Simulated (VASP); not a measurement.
# Ga4Sb4H (a cell with a defect) in VASP: notebook

Ga4Sb4H (a cell with a defect) is run at these levels: PBEsol; tasks: single point.

Program: VASP 6.6.1. These are calculated values, not measurements. Logs are shortened: lines on timing, memory, paths and dates and some standing lists are left out, and cuts for length are marked.

## Step 1: The cell of the first run

The cell holds a defect, 9 atoms: a = 8.652 Å, b = 8.652 Å, c = 4.326 Å, α = 60.00°, β = 60.00°, γ = 60.00°.

## Step 2: Single point, PBEsol

The input, INCAR:

```
SYSTEM = Ga4Sb4H
PREC = Accurate
ENCUT = 520
EDIFF = 1E-6
ISMEAR = -1
SIGMA = 0.1
LREAL = .FALSE.
LASPH = .TRUE.
NELM = 100
ALGO = Normal
ISIF = 2
LWAVE = .FALSE.
LCHARG = .FALSE.
GGA = PS
NBANDS = 46
```

The input, KPOINTS:

```
Automatic mesh
0
G
  3 3 3
  0 0 0
```

The input, POSCAR:

```
Ga4Sb4H
1.0
    0.0000000000      6.1180000000      6.1180000000
    6.1180000000      0.0000000000      6.1180000000
    3.0590000000      3.0590000000      0.0000000000
Ga Sb H
4 4 1
Direct
    0.0000000000      0.0000000000      0.0000000000
    0.0000000000      0.5000000000      0.0000000000
    0.5000000000      0.0000000000      0.0000000000
    0.5000000000      0.5000000000      0.0000000000
    0.1250000000      0.1250000000      0.2500000000
    0.1250000000      0.6250000000      0.2500000000
    0.6250000000      0.1250000000      0.2500000000
    0.6250000000      0.6250000000      0.2500000000
    0.1202629944      0.1874875776      0.6922494279
```

Potentials or basis: VASP PAW PBE potentials, release 64 (Ga_d, Sb, H).

On the command line:

```
$ cat potpaw_PBE.64/Ga_d/POTCAR potpaw_PBE.64/Sb/POTCAR potpaw_PBE.64/H/POTCAR > POTCAR
$ mpirun -np 1 vasp_std > vasp.out
```

OUTCAR:

```text
SYSTEM = Ga4Sb4H
   PREC = Accurate
   ENCUT = 520
   EDIFF = 1E-6
   ISMEAR = -1
   LREAL = .FALSE.
   LASPH = .TRUE.
   NELM = 100
   ISIF = 2
   GGA = PS

 ion  position               nearest neighbor table
   1  0.000  0.000  0.000-   6 2.65   7 2.65   5 2.65   5 2.65
   2  0.000  0.500  0.000-   5 2.65   8 2.65   6 2.65   6 2.65
   3  0.500  0.000  0.000-   5 2.65   8 2.65   7 2.65   7 2.65
   4  0.500  0.500  0.000-   6 2.65   7 2.65   8 2.65   8 2.65
   5  0.125  0.125  0.250-   9 2.21   9 2.21   3 2.65   1 2.65   2 2.65   1 2.65
   6  0.125  0.625  0.250-   2 2.65   1 2.65   4 2.65   2 2.65
   7  0.625  0.125  0.250-   3 2.65   1 2.65   4 2.65   3 2.65
   8  0.625  0.625  0.250-   4 2.65   2 2.65   3 2.65   4 2.65
   9  0.120  0.187  0.692-   5 2.21   5 2.21

  LATTYP: Found a base centered orthorhombic cell.
 ALAT       =     8.6521585746
 B/A-ratio  =     1.4142135624
 C/A-ratio  =     0.5000000000

  Lattice vectors:

 A1 = (  -3.0590000000,   3.0590000000,  -6.1180000000)
 A2 = (  -3.0590000000,   3.0590000000,   6.1180000000)
 A3 = (   3.0590000000,   3.0590000000,   0.0000000000)

Analysis of symmetry for initial positions (statically):
=====================================================================
 Subroutine PRICEL returns:
 Original cell was already a primitive cell.

 Routine SETGRP: Setting up the symmetry group for a
 base centered orthorhombic supercell.

 Subroutine GETGRP returns: Found  2 space group operations
 (whereof  2 operations were pure point group operations)
 out of a pool of  8 trial point group operations.

The static configuration has the point symmetry C_1h.

Analysis of symmetry for dynamics (positions and initial velocities):
=====================================================================
 Subroutine PRICEL returns:
 Original cell was already a primitive cell.

 Routine SETGRP: Setting up the symmetry group for a
 base centered orthorhombic supercell.

 Subroutine GETGRP returns: Found  2 space group operations
 (whereof  2 operations were pure point group operations)
 out of a pool of  8 trial point group operations.

The dynamic configuration has the point symmetry C_1h.

 Subroutine INISYM returns: Found  2 space group operations
 (whereof  2 operations are pure point group operations),
[... 96 lines left out ...]
   LREAL  =      F    real-space projection
   EDIFFG = 0.1E-04   stopping-criterion for IOM
   NSW    =      0    number of steps for IOM
   IBRION =     -1    ionic relax: 0-MD 1-quasi-New 2-CG
   NFREE  =      0    steps in history (QN), initial steepest desc. (CG)
   ISIF   =      2    stress and relaxation
   ISYM   =      2    0-nonsym 1-usesym 2-fastsym
   POTIM  = 0.5000    time-step for ionic-motion
   TEBEG  =    0.0;   TEEND  =   0.0 temperature during run
   PSTRESS=    0.0 pullay stress
   NELECT =      73.0000    total number of electrons
   NUPDOWN=      -1.0000    fix difference up-down
   EMIN   =  10.00;   EMAX   =-10.00  energy-range for DOS
   EFERMI =   0.00;   METHOD = LEGACY
   ISMEAR =    -1;   SIGMA  =   0.10  broadening in eV -4-tet -1-fermi 0-gaus
   EFERMI_NEDOS =   21; number of points for ismear=-14 and -15
   IALGO  =     38    algorithm
   IMIX   =      4    mixing-type and parameters
     AMIX     =   0.40;   BMIX     =  1.00
     AMIX_MAG =   1.60;   BMIX_MAG =  1.00
  volume/ion in A,a.u.               =      25.44       171.70
  Fermi-wavevector in a.u.,A,eV,Ry     =   1.118338  2.113352 17.016525  1.250679
  Thomas-Fermi vector in A             =   2.254968
   LORBIT       =      0    0 simple, 1 ext, 2 COOP (PROOUT), +10 PAW based schemes
   GGA     = PS    functional components
   LHFCALC =     F    Hartree Fock is set to
   AEXX    =    0.0000 exact exchange contribution
   IVDW    =     0    specifies the selected vdW correction
   LEPSILON=     F    determine dielectric tensor
   LRPA    =     F    only Hartree local field effects (RPA)
 non-spin polarized calculation
  energy-cutoff  :      520.00
  volume of cell :      229.00
 maximum number of plane-waves:      6174
   NGX = 33   NGY = 33   NGZ = 17

 number of electron      72.9999944 magnetization

 Free energy of the ion-electron system (eV)
  ---------------------------------------------------
  ext. energy  EPLUGINS =         0.00000000
  ---------------------------------------------------
  free energy    TOTEN  =       -34.38024322 eV

  energy without entropy =      -34.33231831  energy(sigma->0) =      -34.35628077

 E-fermi :   5.0311     XC(G=0):  -9.3464

 val. band max:        4.9357154454   @ k =   0.0000   0.0000   0.3333
 cond. band min:       5.1285404223   @ k =   0.0000   0.0000   0.0000
 fundamental gap:      0.1928249769
 Fermi energy:         5.0310761118

 k-point     1 :       0.0000    0.0000    0.0000
  band No.  band energies     occupation
      1     -10.2868      2.00000
      2     -10.2758      2.00000
      3     -10.2700      2.00000
      4     -10.2556      2.00000
      5     -10.2176      2.00000
      6     -10.1964      2.00000
[... 479 lines left out ...]
     45       8.8400      0.00000
     46       9.5151      0.00000

------------------------ aborting loop because EDIFF is reached ----------------------------------------

  FORCE on cell =-STRESS in cart. coord.  units (eV):
  Direction    XX          YY          ZZ          XY          YZ          ZX
  --------------------------------------------------------------------------------------
  -------------------------------------------------------------------------------------
  Total        3.6123256      3.6123256     -0.8066990      2.6464307      0.1780370     -0.1780371
  in kB       25.2737131     25.2737131     -5.6440869     18.5158091      1.2456400     -1.2456401
  external PRESSURE =      14.9677798 kB  Pullay stress =       0.0000000 kB

 VOLUME and BASIS-vectors are now :
 -----------------------------------------------------------------------------
  energy-cutoff  :      520.00
  volume of cell :      229.00
      direct lattice vectors                 reciprocal lattice vectors
     0.000000000  6.118000000  6.118000000    -0.081726054  0.081726054  0.081726054
     6.118000000  0.000000000  6.118000000     0.081726054 -0.081726054  0.081726054
     3.059000000  3.059000000  0.000000000     0.163452109  0.163452109 -0.163452109

 POSITION                                       TOTAL-FORCE (eV/Angst)
 -----------------------------------------------------------------------------------
      0.00000      0.00000      0.00000         0.097536     -0.097536     -0.255667
      3.05900      0.00000      3.05900         0.109449     -0.109449      0.010574
      0.00000      3.05900      3.05900        -0.121031      0.121031      0.064843
      3.05900      3.05900      6.11800        -0.009433      0.009433     -0.013317
      1.52950      1.52950      1.52950         0.144025     -0.144025      0.378209
      4.58850      1.52950      4.58850        -0.127323      0.127323      0.128569
      1.52950      4.58850      4.58850         0.096541     -0.096541      0.124055
      4.58850      4.58850      7.64750         0.010378     -0.010378     -0.018009
      3.26464      2.85336      1.88282        -0.200143      0.200143     -0.419257
 -----------------------------------------------------------------------------------
    total drift:                                0.000155     -0.000153      0.000048

  FREE ENERGIE OF THE ION-ELECTRON SYSTEM (eV)
  ---------------------------------------------------
  free  energy   TOTEN  =       -34.3802432249 eV

  energy  without entropy=      -34.3323183118  energy(sigma->0) =      -34.35628077
```

OSZICAR:

```text
N       E                     dE             d eps       ncg     rms          rms(c)
DAV:   1     0.595481972658E+03    0.59548E+03   -0.31597E+04   956   0.198E+03
DAV:   2     0.537735652438E+02   -0.54171E+03   -0.52613E+03   996   0.542E+02
DAV:   3    -0.300434403595E+02   -0.83817E+02   -0.81725E+02  1064   0.157E+02
DAV:   4    -0.347570884060E+02   -0.47136E+01   -0.46682E+01  1130   0.384E+01
DAV:   5    -0.348817400533E+02   -0.12465E+00   -0.12449E+00  1160   0.633E+00    0.669E+00
DAV:   6    -0.344965655639E+02    0.38517E+00   -0.50213E-01  1290   0.767E+00    0.384E+00
DAV:   7    -0.343771826330E+02    0.11938E+00   -0.39695E-01  1020   0.355E+00    0.714E-01
DAV:   8    -0.343784050820E+02   -0.12224E-02   -0.75748E-02  1010   0.326E+00    0.249E-01
DAV:   9    -0.343797355347E+02   -0.13305E-02   -0.10517E-02  1238   0.127E+00    0.984E-02
DAV:  10    -0.343800377203E+02   -0.30219E-03   -0.14730E-03  1038   0.665E-01    0.414E-02
DAV:  11    -0.343802167767E+02   -0.17906E-03   -0.56072E-04  1146   0.152E-01    0.151E-02
DAV:  12    -0.343802401206E+02   -0.23344E-04   -0.71504E-05  1068   0.119E-01    0.590E-03
DAV:  13    -0.343802424537E+02   -0.23332E-05   -0.13972E-05  1122   0.522E-02    0.280E-03
DAV:  14    -0.343802432249E+02   -0.77118E-06   -0.54643E-06   958   0.196E-02
   1 F= -.34380243E+02 E0= -.34356281E+02  d E =-.479249E-01
```

stdout:

```text
POSCAR found type information on POSCAR GaSbH
 POSCAR found :  3 types and       9 ions
 scaLAPACK will be used
 -----------------------------------------------------------------------------
|                                                                             |
|                                                                             |
|     You enforced a specific xc type in the INCAR file but a different       |
|     I HOPE YOU KNOW WHAT YOU ARE DOING!                                     |
|                                                                             |
 -----------------------------------------------------------------------------

 LDA part: xc-table for (Slater+PW92), standard interpolation
 POSCAR, INCAR and KPOINTS ok, starting setup
 FFT: planning ... GRIDC
 FFT: planning ... GRID_SOFT
 FFT: planning ... GRID
 WAVECAR not read
 entering main loop
```

Wall time 96 s (1 thread of Intel Xeon Platinum 8488C (Sapphire Rapids), shared host); peak memory 0.4 GiB.

Results:

- Free energy: -34.3802 eV
- Pressure: 1.5 GPa
- Largest force: 0.506 eV/Å

Forces in eV/Å, atoms in the order of the input:
```
Ga   0.098 -0.098 -0.256
Ga   0.109 -0.109  0.011
Ga  -0.121  0.121  0.065
Ga  -0.009  0.009 -0.013
Sb   0.144 -0.144  0.378
Sb  -0.127  0.127  0.129
Sb   0.097 -0.097  0.124
Sb   0.010 -0.010 -0.018
H   -0.200  0.200 -0.419
```

Caveat: the k points lie up to 0.59 Å⁻¹ apart; the PAW data sets were made with another functional, which shifts forces and pressure a little; spin-orbit coupling is left out, which moves the levels of the heavy elements.

## Step 3: Single point, PBEsol

The input, INCAR:

```
SYSTEM = Ga4Sb4H
  ALGO = Normal
  EDIFF = 1E-6
  ENCUT = 520
  GGA = PS
  ISIF = 2
  ISMEAR = -1
  LASPH = .True.
  LCHARG = .False.
  LREAL = .False.
  LWAVE = .False.
  NBANDS = 46
  NELM = 60
  PREC = Accurate
  SIGMA = 0.1
```

The input, KPOINTS:

```
k-points
0
Gamma
  3 3 3
  0 0 0
```

Edit POSCAR of step 2 so:

```diff
@@ -16,2 +16,2 @@
     0.6250000000      0.6250000000      0.2500000000
-    0.1202629944      0.1874875776      0.6922494279
+    0.1211781628      0.2295184701      0.6493033671
```

Potentials or basis: VASP PAW PBE potentials, release 64 (Ga_d, Sb, H).

On the command line:

```
$ cat potpaw_PBE.64/Ga_d/POTCAR potpaw_PBE.64/Sb/POTCAR potpaw_PBE.64/H/POTCAR > POTCAR
$ mpirun -np 1 vasp_std > vasp.out
```

It took 1.7 min on 1 thread of Intel Xeon Platinum 8488C (Sapphire Rapids), shared host; peak memory 0.4 GiB.

It converged, with:

* Free energy: -34.1831 eV
* Pressure: 0.9 GPa
* Largest force: 0.626 eV/Å

Forces on the atoms (eV/Å):
```
Ga   0.104 -0.104  0.058
Ga   0.007 -0.007 -0.006
Ga  -0.059  0.059  0.057
Ga  -0.006  0.006 -0.047
Sb   0.232 -0.232  0.430
Sb  -0.156  0.156 -0.024
Sb   0.100 -0.100  0.059
Sb   0.021 -0.021 -0.004
H   -0.243  0.243 -0.522
```

Stress tensor (GPa, compression positive):
```
 1.85  1.65 -0.22
 1.65  1.85  0.22
-0.22  0.22 -1.03
```

Levels at points of the mesh, in eV from the Fermi level:
```tsv
k point	band 34	band 35	band 36	band 37	band 38	band 39	band 40	band 41
(0.00, 0.00, 0.00)	-1.17	-0.07	-0.05	-0.03	-0.02	0.31	0.46	1.03
```

Caveat: the k points lie up to 0.59 Å⁻¹ apart; the PAW data sets were made with another functional, which shifts forces and pressure a little; spin-orbit coupling is left out, which moves the levels of the heavy elements.
